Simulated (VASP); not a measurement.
# MgO (Periclase) (Fm-3m) in VASP: notebook

Runs on MgO (Periclase). Level: PBE+D3(BJ). Tasks: single point.

Program: VASP 6.6.1. These are calculated values, not measurements. Logs are shortened: lines on timing, memory, paths and dates and some standing lists are left out, and cuts for length are marked.

**Measured values to compare with.**

From “Electronic structure of alkaline earth and post-transition metal oxides”, 2009, arxiv:0908.1581, for a bulk crystal of MgO: band gap 7.83 eV.

The runs below are set against these values where they give the same quantity.

### 1 The cell of the first run

It takes space group Fm-3m (No. 225, cubic). The conventional cell has a = 4.217 Å, b = 4.217 Å, c = 4.217 Å, α = 90.00°, β = 90.00°, γ = 90.00°. Within 2.8 Å of Mg (site symmetry m-3m) lie 6 O at 2.11 Å. O (site symmetry m-3m) has 6 Mg at 2.11 Å within 2.8 Å.

### 2 Single point, PBE+D3(BJ)

INCAR

```
SYSTEM = MgO
ALGO = Normal
EDIFF = 1E-6
ENCUT = 600
GGA = PE
GGA_COMPAT = .False.
ISIF = 2
ISMEAR = 0
IVDW = 12
LASPH = .True.
LCHARG = .True.
LELF = .True.
LREAL = .False.
LVHAR = .True.
LWAVE = .False.
NBANDS = 11
NELM = 120
PREC = Accurate
SIGMA = 0.01
```

KPOINTS

```
k-points
0
Gamma
  3 3 3
  0 0 0
```

POSCAR

```
MgO
1.0
    0.0000000000      2.1085000000      2.1085000000
    2.1085000000      0.0000000000      2.1085000000
    2.1085000000      2.1085000000      0.0000000000
Mg O
1 1
Direct
    0.0000000000      0.0000000000      0.0000000000
    0.5000000000      0.5000000000      0.5000000000
```

Potentials or basis: VASP PAW PBE potentials, release 64 (Mg, O).

Launch:

```console
> cat potpaw_PBE.64/Mg/POTCAR potpaw_PBE.64/O/POTCAR > POTCAR
> mpirun -np 1 vasp_std > vasp.out
```

OUTCAR:

```text
SYSTEM = MgO
   EDIFF = 1E-6
   ENCUT = 600
   GGA = PE
   ISIF = 2
   ISMEAR = 0
   IVDW = 12
   LASPH = .True.
   LREAL = .False.
   NELM = 120
   PREC = Accurate
 IVDW          = 12

 ion  position               nearest neighbor table
   1  0.000  0.000  0.000-   2 2.11   2 2.11   2 2.11   2 2.11   2 2.11   2 2.11
   2  0.500  0.500  0.500-   1 2.11   1 2.11   1 2.11   1 2.11   1 2.11   1 2.11

  LATTYP: Found a face centered cubic cell.
 ALAT       =     4.2170000000

  Lattice vectors:

 A1 = (   0.0000000000,   2.1085000000,   2.1085000000)
 A2 = (   2.1085000000,   0.0000000000,   2.1085000000)
 A3 = (   2.1085000000,   2.1085000000,   0.0000000000)

Analysis of symmetry for initial positions (statically):
=====================================================================
 Subroutine PRICEL returns:
 Original cell was already a primitive cell.

 Routine SETGRP: Setting up the symmetry group for a
 face centered cubic supercell.

 Subroutine GETGRP returns: Found 48 space group operations
 (whereof 48 operations were pure point group operations)
 out of a pool of 48 trial point group operations.

The static configuration has the point symmetry O_h .

Analysis of symmetry for dynamics (positions and initial velocities):
=====================================================================
 Subroutine PRICEL returns:
 Original cell was already a primitive cell.

 Routine SETGRP: Setting up the symmetry group for a
 face centered cubic supercell.

 Subroutine GETGRP returns: Found 48 space group operations
 (whereof 48 operations were pure point group operations)
 out of a pool of 48 trial point group operations.

The dynamic configuration has the point symmetry O_h .

 Subroutine INISYM returns: Found 48 space group operations
 (whereof 48 operations are pure point group operations),
 and found     1 'primitive' translations

----------------------------------------------------------------------------------------

                                     Primitive cell

  volume of cell :      18.7478

  direct lattice vectors                    reciprocal lattice vectors
     0.000000000  2.108500000  2.108500000    -0.237135404  0.237135404  0.237135404
     2.108500000  0.000000000  2.108500000     0.237135404 -0.237135404  0.237135404
     2.108500000  2.108500000  0.000000000     0.237135404  0.237135404 -0.237135404

  length of vectors
     2.981869296  2.981869296  2.981869296     0.410730569  0.410730569  0.410730569

  position of ions in fractional coordinates (direct lattice)
     0.000000000  0.000000000  0.000000000
     0.500000000  0.500000000  0.500000000

  ion indices of the primitive-cell ions
[... 65 lines left out ...]
   NELECT =       8.0000    total number of electrons
   NUPDOWN=      -1.0000    fix difference up-down
   EMIN   =  10.00;   EMAX   =-10.00  energy-range for DOS
   EFERMI =   0.00;   METHOD = LEGACY
   ISMEAR =     0;   SIGMA  =   0.01  broadening in eV -4-tet -1-fermi 0-gaus
   EFERMI_NEDOS =   21; number of points for ismear=-14 and -15
   IALGO  =     38    algorithm
   IMIX   =      4    mixing-type and parameters
     AMIX     =   0.40;   BMIX     =  1.00
     AMIX_MAG =   1.60;   BMIX_MAG =  1.00
  volume/ion in A,a.u.               =       9.37        63.26
  Fermi-wavevector in a.u.,A,eV,Ry     =   1.232503  2.329092 20.668107  1.519063
  Thomas-Fermi vector in A             =   2.367270
   LORBIT       =      0    0 simple, 1 ext, 2 COOP (PROOUT), +10 PAW based schemes
   GGA     = PE    functional components
   LHFCALC =     F    Hartree Fock is set to
   AEXX    =    0.0000 exact exchange contribution
   IVDW    =    12    specifies the selected vdW correction
   LEPSILON=     F    determine dielectric tensor
   LRPA    =     F    only Hartree local field effects (RPA)
 non-spin polarized calculation
 Gauss-broadening in eV      SIGMA  =   0.01
  energy-cutoff  :      600.00
  volume of cell :       18.75
 maximum number of plane-waves:       634
   NGX = 11   NGY = 11   NGZ = 11

 number of electron       8.0000005 magnetization

 Free energy of the ion-electron system (eV)
  ---------------------------------------------------
  ext. energy  EPLUGINS =         0.00000000
  ---------------------------------------------------
  free energy    TOTEN  =       -11.81885781 eV

  energy without entropy =      -11.81885781  energy(sigma->0) =      -11.81885781

 E-fermi :   3.3199     XC(G=0): -11.0450

 val. band max:        3.2407569552   @ k =   0.0000   0.0000   0.0000
 cond. band min:       7.8911570128   @ k =   0.0000   0.0000   0.0000
 fundamental gap:      4.6504000577
 Fermi energy:         3.3198511838

 k-point     1 :       0.0000    0.0000    0.0000
  band No.  band energies     occupation
      1     -14.0147      2.00000
      2       3.2408      2.00000
      3       3.2408      2.00000
      4       3.2408      2.00000
      5       7.8912      0.00000
      6      18.9539      0.00000
      7      18.9539      0.00000
      8      18.9539      0.00000
      9      22.8716      0.00000
     10      24.6278      0.00000
     11      24.6278      0.00000
[... 29 lines left out ...]
 k-point     4 :      -0.3333    0.3333    0.0000
  band No.  band energies     occupation
      1     -12.5012      2.00000
      2       0.0046      2.00000
      3       0.1640      2.00000
      4       2.2387      2.00000
      5      13.4743      0.00000
      6      15.3915      0.00000
      7      15.6517      0.00000
      8      20.9019      0.00000
      9      21.9552      0.00000
     10      26.3364      0.00000
     11      30.6427      0.00000

------------------------ aborting loop because EDIFF is reached ----------------------------------------

 Edisp (eV)   -0.58410

 E8    (eV) :    -0.2287

  FORCE on cell =-STRESS in cart. coord.  units (eV):
  Direction    XX          YY          ZZ          XY          YZ          ZX
  --------------------------------------------------------------------------------------
  -------------------------------------------------------------------------------------
  Total      -0.18331    -0.18331    -0.18331     0.00000     0.00000    -0.00000
  in kB     -15.66527   -15.66527   -15.66527     0.00000     0.00000    -0.00000
  external pressure =      -15.67 kB  Pullay stress =        0.00 kB

 VOLUME and BASIS-vectors are now :
 -----------------------------------------------------------------------------
  energy-cutoff  :      600.00
  volume of cell :       18.75
      direct lattice vectors                 reciprocal lattice vectors
     0.000000000  2.108500000  2.108500000    -0.237135404  0.237135404  0.237135404
     2.108500000  0.000000000  2.108500000     0.237135404 -0.237135404  0.237135404
     2.108500000  2.108500000  0.000000000     0.237135404  0.237135404 -0.237135404

 POSITION                                       TOTAL-FORCE (eV/Angst)
 -----------------------------------------------------------------------------------
      0.00000      0.00000      0.00000         0.000000     -0.000000      0.000000
      2.10850      2.10850      2.10850        -0.000000      0.000000     -0.000000
 -----------------------------------------------------------------------------------
    total drift:                               -0.000000     -0.000000      0.000000

  FREE ENERGIE OF THE ION-ELECTRON SYSTEM (eV)
  ---------------------------------------------------
  free  energy   TOTEN  =       -12.4029544240 eV

  energy  without entropy=      -12.4029544240  energy(sigma->0) =      -12.40295442
```

Run time: 4.7 s. Hardware: 1 thread of Intel Xeon 8259CL, shared host; peak memory 0.15 GiB.

What came out:

```
Free energy                : -12.4030 eV
Pressure                   : -1.6 GPa
Band gap on the k mesh     : 4.65 eV, direct
Dispersion energy per atom : -0.292 eV
```

Caveat: the k points lie up to 0.86 Å⁻¹ apart; three body term missing. A hybrid or GW would open this gap; PBE tends to underestimate it.

### 3 Single point, PBE+D3(BJ)

INCAR

```
SYSTEM = MgO
ALGO = Normal ; EDIFF = 1E-6
ENCUT = 600 ; GGA = PE
GGA_COMPAT = .False. ; ISIF = 2
ISMEAR = 0 ; IVDW = 12
LASPH = .True. ; LCHARG = .True.
LELF = .True. ; LREAL = .False.
LVHAR = .True. ; LWAVE = .False.
NBANDS = 11 ; NELM = 120
PREC = Accurate ; SIGMA = 0.01
```

KPOINTS

```
k-points
0
Gamma
  4 4 4
  0 0 0
```

POSCAR is that of step 2.

Potentials or basis: VASP PAW PBE potentials, release 64 (Mg, O).

Launch:

```console
> cat potpaw_PBE.64/Mg/POTCAR potpaw_PBE.64/O/POTCAR > POTCAR
> mpirun -np 1 vasp_std > vasp.out
```

OUTCAR:

```text
SYSTEM = MgO
   EDIFF = 1E-6
   ENCUT = 600
   GGA = PE
   ISIF = 2
   ISMEAR = 0
   IVDW = 12
   LASPH = .True.
   LREAL = .False.
   NELM = 120
   PREC = Accurate
 IVDW          = 12

 ion  position               nearest neighbor table
   1  0.000  0.000  0.000-   2 2.11   2 2.11   2 2.11   2 2.11   2 2.11   2 2.11
   2  0.500  0.500  0.500-   1 2.11   1 2.11   1 2.11   1 2.11   1 2.11   1 2.11

  LATTYP: Found a face centered cubic cell.
 ALAT       =     4.2170000000

  Lattice vectors:

 A1 = (   0.0000000000,   2.1085000000,   2.1085000000)
 A2 = (   2.1085000000,   0.0000000000,   2.1085000000)
 A3 = (   2.1085000000,   2.1085000000,   0.0000000000)

Analysis of symmetry for initial positions (statically):
=====================================================================
 Subroutine PRICEL returns:
 Original cell was already a primitive cell.

 Routine SETGRP: Setting up the symmetry group for a
 face centered cubic supercell.

 Subroutine GETGRP returns: Found 48 space group operations
 (whereof 48 operations were pure point group operations)
 out of a pool of 48 trial point group operations.

The static configuration has the point symmetry O_h .

Analysis of symmetry for dynamics (positions and initial velocities):
=====================================================================
 Subroutine PRICEL returns:
 Original cell was already a primitive cell.

 Routine SETGRP: Setting up the symmetry group for a
 face centered cubic supercell.

 Subroutine GETGRP returns: Found 48 space group operations
 (whereof 48 operations were pure point group operations)
 out of a pool of 48 trial point group operations.

The dynamic configuration has the point symmetry O_h .

 Subroutine INISYM returns: Found 48 space group operations
 (whereof 48 operations are pure point group operations),
 and found     1 'primitive' translations

----------------------------------------------------------------------------------------

                                     Primitive cell

  volume of cell :      18.7478

  direct lattice vectors                    reciprocal lattice vectors
     0.000000000  2.108500000  2.108500000    -0.237135404  0.237135404  0.237135404
     2.108500000  0.000000000  2.108500000     0.237135404 -0.237135404  0.237135404
     2.108500000  2.108500000  0.000000000     0.237135404  0.237135404 -0.237135404

  length of vectors
     2.981869296  2.981869296  2.981869296     0.410730569  0.410730569  0.410730569

  position of ions in fractional coordinates (direct lattice)
     0.000000000  0.000000000  0.000000000
     0.500000000  0.500000000  0.500000000

  ion indices of the primitive-cell ions
   primitive index   ion index
                 1           1
                 2           2

----------------------------------------------------------------------------------------

 KPOINTS: k-points

Automatic generation of k-mesh.
 Grid dimensions read from file:
 generate k-points for:    4    4    4

 Generating k-lattice:

  Cartesian coordinates                     Fractional coordinates (reciprocal lattice)
    -0.059283851  0.059283851  0.059283851     0.250000000  0.000000000  0.000000000
     0.059283851 -0.059283851  0.059283851     0.000000000  0.250000000  0.000000000
     0.059283851  0.059283851 -0.059283851     0.000000000  0.000000000  0.250000000

  Length of vectors
     0.102682642  0.102682642  0.102682642

  Shift w.r.t. Gamma in fractional coordinates (k-lattice)
     0.000000000  0.000000000  0.000000000

 Subroutine IBZKPT returns following result:
 ===========================================

 Found      8 irreducible k-points:

 Following reciprocal coordinates:
            Coordinates               Weight
  0.000000  0.000000  0.000000      1.000000
  0.250000  0.000000  0.000000      8.000000
  0.500000  0.000000  0.000000      4.000000
  0.250000  0.250000  0.000000      6.000000
  0.500000  0.250000  0.000000     24.000000
 -0.250000  0.250000  0.000000     12.000000
  0.500000  0.500000  0.000000      3.000000
 -0.250000  0.500000  0.250000      6.000000
   k-points           NKPTS =      8   k-points in BZ     NKDIM =      8   number of bands    NBANDS=     11
   number of dos      NEDOS =    301   number of ions     NIONS =      2
   total plane-waves  NPLWV =  13824
   dimension x,y,z NGX =    24 NGY =   24 NGZ =   24
   dimension x,y,z NGXF=    48 NGYF=   48 NGZF=   48
   ions per type =               1   1
   NGX,Y,Z   is equivalent  to a cutoff of  13.38, 13.38, 13.38 a.u.
   NGXF,Y,Z  is equivalent  to a cutoff of  26.76, 26.76, 26.76 a.u.
 SYSTEM =  MgO
   PREC   = accura    normal or accurate (medium, high low for compatibility)
   ISTART =      0    job   : 0-new  1-cont  2-samecut
   ICHARG =      2    charge: 1-file 2-atom 10-const
   ISPIN  =      1    spin polarized calculation?
   LNONCOLLINEAR =      F non collinear calculations
   LSORBIT =      F    spin-orbit coupling
   LASPH  =      T    aspherical Exc in radial PAW
   ENCUT  =  600.0 eV  44.10 Ry    6.64 a.u.   5.96  5.96  5.96*2*pi/ulx,y,z
   NELM   =    120;   NELMIN=  2; NELMDL= -5     # of ELM steps
   EDIFF  = 0.1E-05   stopping-criterion for ELM
   LREAL  =      F    real-space projection
   EDIFFG = 0.1E-04   stopping-criterion for IOM
   NSW    =      0    number of steps for IOM
   IBRION =     -1    ionic relax: 0-MD 1-quasi-New 2-CG
   NFREE  =      0    steps in history (QN), initial steepest desc. (CG)
   ISIF   =      2    stress and relaxation
   ISYM   =      2    0-nonsym 1-usesym 2-fastsym
   POTIM  = 0.5000    time-step for ionic-motion
   TEBEG  =    0.0;   TEEND  =   0.0 temperature during run
   PSTRESS=    0.0 pullay stress
   NELECT =       8.0000    total number of electrons
   NUPDOWN=      -1.0000    fix difference up-down
   EMIN   =  10.00;   EMAX   =-10.00  energy-range for DOS
   EFERMI =   0.00;   METHOD = LEGACY
   ISMEAR =     0;   SIGMA  =   0.01  broadening in eV -4-tet -1-fermi 0-gaus
   EFERMI_NEDOS =   21; number of points for ismear=-14 and -15
   IALGO  =     38    algorithm
   IMIX   =      4    mixing-type and parameters
     AMIX     =   0.40;   BMIX     =  1.00
     AMIX_MAG =   1.60;   BMIX_MAG =  1.00
  volume/ion in A,a.u.               =       9.37        63.26
  Fermi-wavevector in a.u.,A,eV,Ry     =   1.232503  2.329092 20.668107  1.519063
  Thomas-Fermi vector in A             =   2.367270
   LORBIT       =      0    0 simple, 1 ext, 2 COOP (PROOUT), +10 PAW based schemes
   GGA     = PE    functional components
   LHFCALC =     F    Hartree Fock is set to
   AEXX    =    0.0000 exact exchange contribution
   IVDW    =    12    specifies the selected vdW correction
   LEPSILON=     F    determine dielectric tensor
   LRPA    =     F    only Hartree local field effects (RPA)
 non-spin polarized calculation
 Gauss-broadening in eV      SIGMA  =   0.01
  energy-cutoff  :      600.00
  volume of cell :       18.75
 maximum number of plane-waves:       636
   NGX = 11   NGY = 11   NGZ = 11

 number of electron       8.0000005 magnetization

 Free energy of the ion-electron system (eV)
  ---------------------------------------------------
  ext. energy  EPLUGINS =         0.00000000
  ---------------------------------------------------
  free energy    TOTEN  =       -11.89766687 eV

  energy without entropy =      -11.89766687  energy(sigma->0) =      -11.89766687

 E-fermi :   3.3062     XC(G=0): -11.0585

 val. band max:        3.1739189701   @ k =   0.0000   0.0000   0.0000
 cond. band min:       7.8595177439   @ k =   0.0000   0.0000   0.0000
 fundamental gap:      4.6855987738
 Fermi energy:         3.3061541298

 k-point     1 :       0.0000    0.0000    0.0000
  band No.  band energies     occupation
      1     -14.0726      2.00000
      2       3.1739      2.00000
      3       3.1739      2.00000
      4       3.1739      2.00000
      5       7.8595      0.00000
      6      18.9434      0.00000
      7      18.9434      0.00000
      8      18.9434      0.00000
      9      22.8518      0.00000
     10      24.6204      0.00000
     11      24.6204      0.00000
[... 85 lines left out ...]
 k-point     8 :      -0.2500    0.5000    0.2500
  band No.  band energies     occupation
      1     -12.4867      2.00000
      2       0.2262      2.00000
      3       0.2262      2.00000
      4       1.4085      2.00000
      5      14.7926      0.00000
      6      14.7926      0.00000
      7      15.2889      0.00000
      8      18.6280      0.00000
      9      25.0649      0.00000
     10      25.0649      0.00000
     11      29.4295      0.00000

------------------------ aborting loop because EDIFF is reached ----------------------------------------

 Edisp (eV)   -0.58410

 E8    (eV) :    -0.2287

  FORCE on cell =-STRESS in cart. coord.  units (eV):
  Direction    XX          YY          ZZ          XY          YZ          ZX
  --------------------------------------------------------------------------------------
  -------------------------------------------------------------------------------------
  Total      -0.23394    -0.23394    -0.23394    -0.00000    -0.00000    -0.00000
  in kB     -19.99205   -19.99205   -19.99205    -0.00000    -0.00000    -0.00000
  external pressure =      -19.99 kB  Pullay stress =        0.00 kB

 VOLUME and BASIS-vectors are now :
 -----------------------------------------------------------------------------
  energy-cutoff  :      600.00
  volume of cell :       18.75
      direct lattice vectors                 reciprocal lattice vectors
     0.000000000  2.108500000  2.108500000    -0.237135404  0.237135404  0.237135404
     2.108500000  0.000000000  2.108500000     0.237135404 -0.237135404  0.237135404
     2.108500000  2.108500000  0.000000000     0.237135404  0.237135404 -0.237135404

 POSITION                                       TOTAL-FORCE (eV/Angst)
 -----------------------------------------------------------------------------------
      0.00000      0.00000      0.00000        -0.000000     -0.000000     -0.000000
      2.10850      2.10850      2.10850         0.000000      0.000000      0.000000
 -----------------------------------------------------------------------------------
    total drift:                               -0.000000     -0.000000      0.000000

  FREE ENERGIE OF THE ION-ELECTRON SYSTEM (eV)
  ---------------------------------------------------
  free  energy   TOTEN  =       -12.4817634814 eV

  energy  without entropy=      -12.4817634814  energy(sigma->0) =      -12.48176348
```

OSZICAR:

```text
N       E                     dE             d eps       ncg     rms          rms(c)
DAV:   1     0.183976100701E+02    0.18398E+02   -0.48664E+03   200   0.729E+02
DAV:   2    -0.129167428260E+02   -0.31314E+02   -0.30855E+02   194   0.137E+02
DAV:   3    -0.134636921630E+02   -0.54695E+00   -0.54673E+00   223   0.173E+01
DAV:   4    -0.134648141926E+02   -0.11220E-02   -0.11220E-02   194   0.878E-01
DAV:   5    -0.134648178230E+02   -0.36304E-05   -0.36304E-05   203   0.503E-02    0.722E+00
DAV:   6    -0.119151913799E+02    0.15496E+01   -0.87752E+00   188   0.164E+01    0.223E+00
DAV:   7    -0.119032856615E+02    0.11906E-01   -0.51807E-02   182   0.210E+00    0.135E+00
DAV:   8    -0.118980939343E+02    0.51917E-02   -0.28924E-02   182   0.192E+00    0.244E-01
DAV:   9    -0.118976762850E+02    0.41765E-03   -0.67034E-04   194   0.179E-01    0.135E-01
DAV:  10    -0.118976645629E+02    0.11722E-04   -0.58954E-04   188   0.180E-01    0.106E-02
DAV:  11    -0.118976668716E+02   -0.23087E-05   -0.27393E-06   200   0.148E-02    0.562E-03
DAV:  12    -0.118976668715E+02    0.87653E-10   -0.73614E-07   100   0.671E-03
   1 F= -.12481763E+02 E0= -.12481763E+02  d E =-.302549E-79
```

It took 5.1 s on 1 thread of Intel Xeon 8259CL, shared host; peak memory 0.15 GiB.

Results:

```
Free energy                : -12.4818 eV
Pressure                   : -2.0 GPa
Band gap on the k mesh     : 4.69 eV, direct
Dispersion energy per atom : -0.292 eV
```

Caveat: the k points lie up to 0.65 Å⁻¹ apart; three body term missing. As with any semilocal functional, this PBE gap is likely too small.

(Continued in part 2 of 2.)
